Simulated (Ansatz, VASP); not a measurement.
## TaO in VASP and in Ansatz

```
Ta O
1.0
     2.98403    0.00000    0.00000
     0.00000    2.98403    0.00000
     0.00000    0.00000    2.88847
Ta O
1 1
Cartesian
  1.4920 1.4920 0.0000
  0.0000 0.0000 0.0000
```

Alike in both runs: task single point; functional PBE; k mesh 6 × 6 × 6; occupations gaussian, width 0.1 eV; collinear spin.

```csv
,VASP,Ansatz
version,VASP 6.6.1,Ansatz 0.2.0
potentials or method,"VASP PAW PBE potentials, release 64 (Ta_sv_GW, O), cutoff 600 eV","scalar-relativistic, plane waves, PAW"
valence electrons in the cell,19,19
```

Ansatz gave:

* gap on the k mesh at the Fermi level (eV): none
* pressure (GPa): 0.0
* traceless stress, the component that is largest in VASP (GPa): -0.01
* net moment per atom (μB): 0.00

Question: Estimate VASP's values.

Answer: gap on the k mesh at the Fermi level (eV): none; pressure (GPa): -0.2; traceless stress, the component that is largest in VASP (GPa): -0.28; net moment per atom (μB): 0.00.

A gap of «none» marks a metal or a gap that the smearing closes. Ansatz's warnings: seeded moment not kept.

The k mesh is coarse, so the values compare programs but aren't converged. Spin-orbit coupling is off throughout.
